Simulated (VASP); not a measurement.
# MgO (Fm-3m) in VASP: notebook

MgO is run at these levels: LDA; tasks: single point, relaxation of cell and atoms.

All numbers are computed with VASP 6.6.1; they aren't measurements. Logs are shortened: lines on timing, memory, paths and dates and some standing lists are left out, and cuts for length are marked.

## 1. The cell of the first run

It takes space group Fm-3m (No. 225, cubic). Conventional cell: a = 4.067 Å, b = 4.067 Å, c = 4.067 Å, α = 90.00°, β = 90.00°, γ = 90.00°. Within 2.7 Å of Mg (site symmetry m-3m) lie 6 O at 2.03 Å. Within 2.7 Å of O (site symmetry m-3m) lie 6 Mg at 2.03 Å.

## 2. Single point, LDA

The input, INCAR:

```
SYSTEM = MgO
PREC = Accurate
ENCUT = 600
EDIFF = 1E-6
ISMEAR = 0
SIGMA = 0.02
LREAL = .False.
LASPH = .True.
NELM = 120
ALGO = Normal
ISIF = 2
LWAVE = .False.
LCHARG = .True.
LELF = .True.
LVHAR = .True.
NBANDS = 11
GGA_COMPAT = .False.
```

The input, KPOINTS:

```
Automatic mesh
0
Gamma
  10 10 10
  0 0 0
```

The input, POSCAR:

```
MgO
1.0
    0.0000000000      2.0335832187      2.0335832187
    2.0335832187      0.0000000000      2.0335832187
    2.0335832187      2.0335832187      0.0000000000
Mg O
1 1
Direct
    0.0000000000      0.0000000000      0.0000000000
    0.5000000000      0.5000000000      0.5000000000
```

Potentials or basis: VASP PAW LDA potentials, release 64 (Mg, O).

Launch:

```bash
$ cat potpaw_LDA.64/Mg/POTCAR potpaw_LDA.64/O/POTCAR > POTCAR
$ mpirun -np 1 vasp_std > vasp.out
```

OUTCAR:

```text
SYSTEM = MgO
   PREC = Accurate
   ENCUT = 600
   EDIFF = 1E-6
   ISMEAR = 0
   LREAL = .False.
   LASPH = .True.
   NELM = 120
   ISIF = 2

 ion  position               nearest neighbor table
   1  0.000  0.000  0.000-   2 2.03   2 2.03   2 2.03   2 2.03   2 2.03   2 2.03
   2  0.500  0.500  0.500-   1 2.03   1 2.03   1 2.03   1 2.03   1 2.03   1 2.03

  LATTYP: Found a face centered cubic cell.
 ALAT       =     4.0671664374

  Lattice vectors:

 A1 = (   0.0000000000,   2.0335832187,   2.0335832187)
 A2 = (   2.0335832187,   0.0000000000,   2.0335832187)
 A3 = (   2.0335832187,   2.0335832187,   0.0000000000)

Analysis of symmetry for initial positions (statically):
=====================================================================
 Subroutine PRICEL returns:
 Original cell was already a primitive cell.

 Routine SETGRP: Setting up the symmetry group for a
 face centered cubic supercell.

 Subroutine GETGRP returns: Found 48 space group operations
 (whereof 48 operations were pure point group operations)
 out of a pool of 48 trial point group operations.

The static configuration has the point symmetry O_h .

Analysis of symmetry for dynamics (positions and initial velocities):
=====================================================================
 Subroutine PRICEL returns:
 Original cell was already a primitive cell.

 Routine SETGRP: Setting up the symmetry group for a
 face centered cubic supercell.

 Subroutine GETGRP returns: Found 48 space group operations
 (whereof 48 operations were pure point group operations)
 out of a pool of 48 trial point group operations.

The dynamic configuration has the point symmetry O_h .

 Subroutine INISYM returns: Found 48 space group operations
 (whereof 48 operations are pure point group operations),
 and found     1 'primitive' translations

----------------------------------------------------------------------------------------

                                     Primitive cell

  volume of cell :      16.8196

  direct lattice vectors                    reciprocal lattice vectors
     0.000000000  2.033583219  2.033583219    -0.245871423  0.245871423  0.245871423
     2.033583219  0.000000000  2.033583219     0.245871423 -0.245871423  0.245871423
     2.033583219  2.033583219  0.000000000     0.245871423  0.245871423 -0.245871423

  length of vectors
     2.875920968  2.875920968  2.875920968     0.425861797  0.425861797  0.425861797

  position of ions in fractional coordinates (direct lattice)
     0.000000000  0.000000000  0.000000000
     0.500000000  0.500000000  0.500000000

  ion indices of the primitive-cell ions
   primitive index   ion index
                 1           1
[... 84 lines left out ...]
   NELECT =       8.0000    total number of electrons
   NUPDOWN=      -1.0000    fix difference up-down
   EMIN   =  10.00;   EMAX   =-10.00  energy-range for DOS
   EFERMI =   0.00;   METHOD = LEGACY
   ISMEAR =     0;   SIGMA  =   0.02  broadening in eV -4-tet -1-fermi 0-gaus
   EFERMI_NEDOS =   21; number of points for ismear=-14 and -15
   IALGO  =     38    algorithm
   IMIX   =      4    mixing-type and parameters
     AMIX     =   0.40;   BMIX     =  1.00
     AMIX_MAG =   1.60;   BMIX_MAG =  1.00
  volume/ion in A,a.u.               =       8.41        56.75
  Fermi-wavevector in a.u.,A,eV,Ry     =   1.277908  2.414896 22.218974  1.633049
  Thomas-Fermi vector in A             =   2.410481
   LORBIT       =      0    0 simple, 1 ext, 2 COOP (PROOUT), +10 PAW based schemes
   GGA     = CA    functional components
   LHFCALC =     F    Hartree Fock is set to
   AEXX    =    0.0000 exact exchange contribution
   IVDW    =     0    specifies the selected vdW correction
   LEPSILON=     F    determine dielectric tensor
   LRPA    =     F    only Hartree local field effects (RPA)
 non-spin polarized calculation
 Gauss-broadening in eV      SIGMA  =   0.02
  energy-cutoff  :      600.00
  volume of cell :       16.82
 maximum number of plane-waves:       571
   NGX = 11   NGY = 11   NGZ = 11

 number of electron       7.9999998 magnetization

 Free energy of the ion-electron system (eV)
  ---------------------------------------------------
  ext. energy  EPLUGINS =         0.00000000
  ---------------------------------------------------
  free energy    TOTEN  =       -13.41359369 eV

  energy without entropy =      -13.41359369  energy(sigma->0) =      -13.41359369

 E-fermi :   3.9192     XC(G=0): -12.1079

 val. band max:        3.7236015527   @ k =   0.0000   0.0000   0.0000
 cond. band min:       9.4759781440   @ k =   0.0000   0.0000   0.0000
 fundamental gap:      5.7523765913
 Fermi energy:         3.9192480157

 k-point     1 :       0.0000    0.0000    0.0000
  band No.  band energies     occupation
      1     -13.8639      2.00000
      2       3.7236      2.00000
      3       3.7236      2.00000
      4       3.7236      2.00000
      5       9.4760      0.00000
      6      19.8176      0.00000
      7      19.8176      0.00000
      8      19.8176      0.00000
      9      24.1265      0.00000
     10      25.9052      0.00000
     11      25.9052      0.00000
[... 309 lines left out ...]
 k-point    24 :       0.4000    0.3000    0.0000
  band No.  band energies     occupation
      1     -12.3033      2.00000
      2      -0.2642      2.00000
      3       2.2319      2.00000
      4       2.4853      2.00000
      5      13.7216      0.00000
      6      14.4591      0.00000
      7      18.1925      0.00000
      8      22.9872      0.00000
      9      23.2186      0.00000
     10      29.5978      0.00000
     11      32.5888      0.00000

 [... further k-points ...]

------------------------ aborting loop because EDIFF is reached ----------------------------------------

  FORCE on cell =-STRESS in cart. coord.  units (eV):
  Direction    XX          YY          ZZ          XY          YZ          ZX
  --------------------------------------------------------------------------------------
  -------------------------------------------------------------------------------------
  Total        1.1847146      1.1847146      1.1847146      0.0000000      0.0000000      0.0000000
  in kB      112.8517929    112.8517929    112.8517929      0.0000000      0.0000000      0.0000000
  external PRESSURE =     112.8517929 kB  Pullay stress =       0.0000000 kB

 VOLUME and BASIS-vectors are now :
 -----------------------------------------------------------------------------
  energy-cutoff  :      600.00
  volume of cell :       16.82
      direct lattice vectors                 reciprocal lattice vectors
     0.000000000  2.033583219  2.033583219    -0.245871423  0.245871423  0.245871423
     2.033583219  0.000000000  2.033583219     0.245871423 -0.245871423  0.245871423
     2.033583219  2.033583219  0.000000000     0.245871423  0.245871423 -0.245871423

 POSITION                                       TOTAL-FORCE (eV/Angst)
 -----------------------------------------------------------------------------------
      0.00000      0.00000      0.00000         0.000000      0.000000      0.000000
      2.03358      2.03358      2.03358        -0.000000     -0.000000      0.000000
 -----------------------------------------------------------------------------------
    total drift:                               -0.000000     -0.000000      0.000000

  FREE ENERGIE OF THE ION-ELECTRON SYSTEM (eV)
  ---------------------------------------------------
  free  energy   TOTEN  =       -13.4135936881 eV

  energy  without entropy=      -13.4135936881  energy(sigma->0) =      -13.41359369
```

OSZICAR:

```text
N       E                     dE             d eps       ncg     rms          rms(c)
DAV:   1     0.148616637713E+02    0.14862E+02   -0.50389E+03  1154   0.736E+02
DAV:   2    -0.144230198817E+02   -0.29285E+02   -0.28301E+02  1206   0.146E+02
DAV:   3    -0.150300527093E+02   -0.60703E+00   -0.60665E+00  1232   0.184E+01
DAV:   4    -0.150313498403E+02   -0.12971E-02   -0.12971E-02  1124   0.954E-01
DAV:   5    -0.150313534041E+02   -0.35638E-05   -0.35638E-05  1229   0.473E-02    0.720E+00
DAV:   6    -0.134718353740E+02    0.15595E+01   -0.82056E+00  1076   0.162E+01    0.209E+00
DAV:   7    -0.134371205070E+02    0.34715E-01   -0.67364E-02  1127   0.210E+00    0.129E+00
DAV:   8    -0.134140569189E+02    0.23064E-01   -0.23941E-02  1094   0.165E+00    0.215E-01
DAV:   9    -0.134137187990E+02    0.33812E-03   -0.46776E-04  1190   0.154E-01    0.125E-01
DAV:  10    -0.134135941018E+02    0.12470E-03   -0.40165E-04  1106   0.157E-01    0.521E-03
DAV:  11    -0.134135936881E+02    0.41370E-06   -0.46631E-06  1163   0.133E-02
   1 F= -.13413594E+02 E0= -.13413594E+02  d E =-.933625E-46
```

stdout:

```text
POSCAR found type information on POSCAR MgO
 POSCAR found :  2 types and       2 ions
 scaLAPACK will be used
 LDA part: xc-table for (Slater(with rela. corr.)+CA(PZ))
 , standard interpolation
 POSCAR, INCAR and KPOINTS ok, starting setup
 FFT: planning ... GRIDC
 FFT: planning ... GRID_SOFT
 FFT: planning ... GRID
 WAVECAR not read
 entering main loop
```

It took 15 s on 1 thread of AMD EPYC, shared host; peak memory 0.1 GiB.

What came out:

| Item | Value |
| --- | --- |
| Free energy | -13.4136 eV |
| Pressure | 11.3 GPa |
| Band gap on the k mesh | 5.75 eV |

Levels at points of the mesh, in eV from the valence-band top:
| k point | band 2 | band 3 | band 4 | band 5 | band 6 | band 7 |
| --- | --- | --- | --- | --- | --- | --- |
| (0.00, 0.00, 0.00) | 0.00 | 0.00 | 0.00 | 5.75 | 16.09 | 16.09 |
| (0.50, 0.00, 0.00) | -5.19 | -0.80 | -0.80 | 8.41 | 13.61 | 17.10 |
| (0.50, 0.50, 0.00) | -4.61 | -1.53 | -1.53 | 8.97 | 10.89 | 14.03 |

Caveat: the cell stands under pressure.

## 3. Single point, LDA

The input, INCAR:

```
ALGO     = Normal         # electronic algorithm
EDIFF    = 1E-6           # SCF threshold, eV
ENCUT    = 600            # plane-wave cutoff, eV
GGA      = CA             # functional
GGA_COMPAT= F            
ISIF     = 2              # what is computed and relaxed
ISMEAR   = 0              # smearing method
LASPH    = T              # aspherical terms in the spheres
LCHARG   = T              # write CHGCAR
LELF     = T              # ELF
LREAL    = F              # projectors in reciprocal space
LVHAR    = T            
LWAVE    = F              # write WAVECAR
NBANDS   = 11             # bands
NELM     = 120            # most SCF steps
PREC     = Accurate       # precision mode
SIGMA    = 0.02           # smearing width, eV
```

The input, KPOINTS:

```
k-points
0
Gamma
  10 10 10
```

POSCAR is that of step 2.

Potentials or basis: VASP PAW LDA potentials, release 64 (Mg, O).

Launch:

```bash
$ cat potpaw_LDA.64/Mg/POTCAR potpaw_LDA.64/O/POTCAR > POTCAR
$ mpirun -np 1 vasp_std > vasp.out
```

Wall time 15 s (1 thread of AMD EPYC, shared host); peak memory 0.1 GiB.

The run converged. Its results:

```
Free energy            : -13.4136 eV
Pressure               : 11.3 GPa
Band gap on the k mesh : 5.75 eV
```

Levels at points of the mesh, in eV from the valence-band top:
```tsv
k point	band 1	band 2	band 3	band 4	band 5	band 6	band 7	band 8	band 9
(0.00, 0.00, 0.00)	-17.59	0.00	0.00	0.00	5.75	16.09	16.09	16.09	20.40
(0.50, 0.00, 0.00)	-15.94	-5.19	-0.80	-0.80	8.41	13.61	17.10	17.10	22.18
(0.50, 0.50, 0.00)	-15.63	-4.61	-1.53	-1.53	8.97	10.89	14.03	20.27	20.27
```

Caveat: the cell stands under pressure. Expect the measured gap to be larger: semilocal functionals such as LDA lack the derivative discontinuity.

## 4. Relaxation of cell and atoms, LDA, target pressure 13.3 GPa, at which the enthalpy is minimised

The input, INCAR:

```
SYSTEM = MgO
  PREC = Accurate
  ENCUT = 600
  EDIFF = 1E-7
  ISMEAR = 0
  SIGMA = 0.02
  LREAL = .FALSE.
  LASPH = .TRUE.
  NELM = 120
  ALGO = Normal
  ISIF = 3
  LWAVE = .FALSE.
  LCHARG = .FALSE.
  IBRION = 2
  NSW = 100
  EDIFFG = -0.002
  PSTRESS = 133.0
  GGA_COMPAT = .FALSE.
  NELMIN = 4
```

The input, KPOINTS:

```
Automatic mesh
0
G
  10 10 10
  0 0 0
```

POSCAR is that of step 3.

Launch:

```bash
$ cat potpaw_LDA.64/Mg/POTCAR potpaw_LDA.64/O/POTCAR > POTCAR
$ mpirun -np 1 vasp_std > vasp.out
```

Wall time 24 s (1 thread of AMD EPYC, shared host); peak memory 0.11 GiB.

The run converged. Its results:

```
Free energy                                                : -13.4023 eV
Relaxed volume                                             : 8.34 Å³/atom
Relaxed cell                                               : a = 2.868 Å, b = 2.868 Å, c = 2.868 Å, α = 60.00°, β = 60.00°, γ = 60.00°
Space group after relaxing (to 0.1 Å)                      : Fm-3m (No. 225)
Energy change on relaxing (the run minimises the enthalpy) : +5.6 meV/atom
Ionic steps                                                : 3
Pressure after relaxing                                    : 13.3 GPa
Band gap on the k mesh                                     : 5.85 eV
```

The path:
| step | energy change (eV) | largest force (eV/Å) | pressure (GPa) | volume (Å³) |
| --- | --- | --- | --- | --- |
| 1 | 0.0000 | 0.0000 | 11.30 | 16.82 |
| 2 | 0.0207 | 0.0000 | 14.81 | 16.57 |
| 3 | 0.0113 | 0.0000 | 13.30 | 16.67 |

Final structure:
```
Mg O
1.0
     0.00000    2.02764    2.02764
     2.02764    0.00000    2.02764
     2.02764    2.02764    0.00000
Mg O
1 1
Direct
  0.00000 0.00000 0.00000
  0.50000 0.50000 0.50000
```

Levels at points of the mesh, in eV from the valence-band top:
| k point | band 1 | band 2 | band 3 | band 4 | band 5 | band 6 | band 7 | band 8 |
| --- | --- | --- | --- | --- | --- | --- | --- | --- |
| (0.00, 0.00, 0.00) | -17.64 | 0.00 | 0.00 | 0.00 | 5.85 | 16.14 | 16.14 | 16.14 |
| (0.50, 0.00, 0.00) | -15.97 | -5.23 | -0.81 | -0.81 | 8.47 | 13.71 | 17.19 | 17.19 |
| (0.50, 0.50, 0.00) | -15.66 | -4.65 | -1.54 | -1.54 | 8.98 | 10.99 | 14.13 | 20.42 |

Caveat: the cell is relaxed towards a set pressure, so the run minimises the enthalpy, not the energy. LDA usually gives volumes a few per cent too small.

## 5. Relaxation of cell and atoms, LDA, target pressure 13.3 GPa, at which the enthalpy is minimised

This run uses another cell than the first one, of 9.37 Å³/atom.

The input, INCAR:

```
ALGO = Normal ; EDIFF = 1E-7
EDIFFG = -0.002 ; ENCUT = 600
GGA_COMPAT = False ; IBRION = 2
ISIF = 3 ; ISMEAR = 0
LASPH = True ; LCHARG = False
LREAL = False ; LWAVE = False
NELM = 120 ; NELMIN = 4
NSW = 100 ; PREC = Accurate
PSTRESS = 133.0 ; SIGMA = 0.02
```

The input, KPOINTS:

```
k-points
0
Gamma
  10 10 10
```

The input, POSCAR:

```
MgO
1.0
    0.0000000000      2.1085000000      2.1085000000
    2.1085000000      0.0000000000      2.1085000000
    2.1085000000      2.1085000000      0.0000000000
Mg O
1 1
Direct
    0.0000000000      0.0000000000      0.0000000000
    0.5000000000      0.5000000000      0.5000000000
```

Launch:

```bash
$ cat potpaw_LDA.64/Mg/POTCAR potpaw_LDA.64/O/POTCAR > POTCAR
$ mpirun -np 1 vasp_std > vasp.out
```

Run time: 43 s. Hardware: 1 thread of AMD EPYC, shared host; peak memory 0.11 GiB.

The run converged. Its results:

```
Free energy                                                : -13.4078 eV
Relaxed volume                                             : 8.33 Å³/atom
Relaxed cell                                               : a = 2.867 Å, b = 2.867 Å, c = 2.867 Å, α = 60.00°, β = 60.00°, γ = 60.00°
Space group after relaxing (to 0.1 Å)                      : Fm-3m (No. 225)
Energy change on relaxing (the run minimises the enthalpy) : +8.5 meV/atom
Ionic steps                                                : 6
Pressure after relaxing                                    : 13.3 GPa
Band gap on the k mesh                                     : 5.86 eV
```

The path:
| step | energy change (eV) | largest force (eV/Å) | pressure (GPa) | volume (Å³) |
| --- | --- | --- | --- | --- |
| 1 | 0.0000 | 0.0000 | -8.48 | 18.75 |
| 2 | 0.1814 | 0.0000 | 32.88 | 15.50 |
| 3 | 0.0161 | 0.0000 | 13.14 | 16.68 |
| 4 | 0.0195 | 0.0000 | 13.70 | 16.64 |
| 5 | 0.0156 | 0.0000 | 13.05 | 16.69 |
| 6 | 0.0171 | 0.0000 | 13.30 | 16.67 |

Final structure:
```
Mg O
1.0
     0.00000    2.02742    2.02742
     2.02742    0.00000    2.02742
     2.02742    2.02742    0.00000
Mg O
1 1
Direct
  0.00000 0.00000 0.00000
  0.50000 0.50000 0.50000
```

Levels at points of the mesh, in eV from the valence-band top:
```tsv
k point	band 1	band 2	band 3	band 4	band 5	band 6	band 7	band 8
(0.00, 0.00, 0.00)	-17.64	0.00	0.00	0.00	5.86	16.14	16.14	16.14
(0.50, 0.00, 0.00)	-15.97	-5.23	-0.81	-0.81	8.47	13.71	17.20	17.20
(0.50, 0.50, 0.00)	-15.66	-4.65	-1.54	-1.54	8.98	11.00	14.14	20.42
```

Caveat: the cell is relaxed towards a set pressure, so the run minimises the enthalpy, not the energy. LDA usually gives volumes a few per cent too small.

## 6. Overview

```csv
task,cell,gap on the mesh (eV),pressure (GPa)
single point,"a = 2.876 Å, angles 60.0°, 2 atoms",5.75,11.3
relaxation of cell and atoms,"relaxed to 13.3 GPa from a = 2.876 Å, angles 60.0°, 2 atoms",5.85,13.3
relaxation of cell and atoms,"relaxed to 13.3 GPa from a = 2.982 Å, angles 60.0°, 2 atoms",5.86,13.3
```

Alike in all rows: level LDA; potentials or basis VASP PAW LDA potentials, release 64 (Mg, O); no spin polarisation; k mesh 10 × 10 × 10; cutoff (eV) 600; smearing gaussian 0.02 eV.

Caveats: the cell is relaxed towards a set pressure, so the run minimises the enthalpy, not the energy (at least some runs); the cell stands under pressure (at least some runs).

Absolute energies hang on the potentials; compare differences alone.
